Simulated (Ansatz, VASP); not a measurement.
## WS2 in VASP and in Ansatz

Contents of INCAR:

```
PREC = Accurate
ENCUT = 520
EDIFF = 1E-6
ISMEAR = -1
SIGMA = 0.05
LREAL = F
LASPH = T
NELM = 100
ALGO = Normal
ISIF = 2
LWAVE = F
LCHARG = T
GGA = PE
LELF = T
LVHAR = T
NBANDS = 20
```

Contents of KPOINTS:

```
regular mesh
0
Gamma
  10 10 2
```

Contents of POSCAR:

```
WS2
1.0
    3.2254095325      0.0000000000      0.0000000000
   -1.6127047662      2.7932865927      0.0000000000
    0.0000000000      0.0000000000     17.1736373894
W S
1 2
Direct
    0.0000000000      0.0000000000      0.0000000000
    0.3333333333      0.6666666667      0.0920005100
    0.3333333333      0.6666666667      0.9079994900
```

File input.yaml:

```yaml
crystal:
  lattice:
    - [3.2254095325, 0.0, 0.0]
    - [-1.6127047662, 2.7932865927, 0.0]
    - [0.0, 0.0, 17.1736373894]
  atoms:
    - { symbol: W, position: [0.0, 0.0, 0.0] }
    - { symbol: S, position: [0.3333333333, 0.6666666667, 0.09200051] }
    - { symbol: S, position: [0.3333333333, 0.6666666667, 0.90799949] }
kpoints:
  mp_grid: { grid: [10, 10, 2] }
scf:
  occupations: { method: fermi_dirac, width: 0.05 }
hamiltonian:
  xc: pbe
  pseudopotentials: { kind: all_electron, lapw: { basis_error: 0.001 } }
output:
  forces: true
  stress: true
  eigenvalues: true
```

Change from the starting cell: volume scaled by 1.04.

Alike in both runs: task single point; functional PBE; k mesh 10 × 10 × 2; occupations fermi-dirac, width 0.05 eV; no spin polarisation.

```csv
,VASP,Ansatz
version,VASP 6.6.1,Ansatz 0.2.0
potentials or method,"VASP PAW PBE potentials, release 64 (W_sv, S), cutoff 520 eV","all-electron LAPW, scalar-relativistic"
```

|  | VASP | Ansatz | Ansatz less VASP |
| --- | --- | --- | --- |
| gap on the k mesh at the Fermi level (eV) | 1.89 | 1.88 | -0.007 |
| least direct gap on the mesh (eV) | 2.04 | 2.04 | -0.002 |
| rms of the force components (eV/Å) | 0.193 | 0.192 | -0.0012 |

Atom by atom the forces differ by 0.001 eV/Å (rms over components). Ansatz ran all-electron here, and VASP with PAW potentials.

Spin-orbit coupling is off throughout.
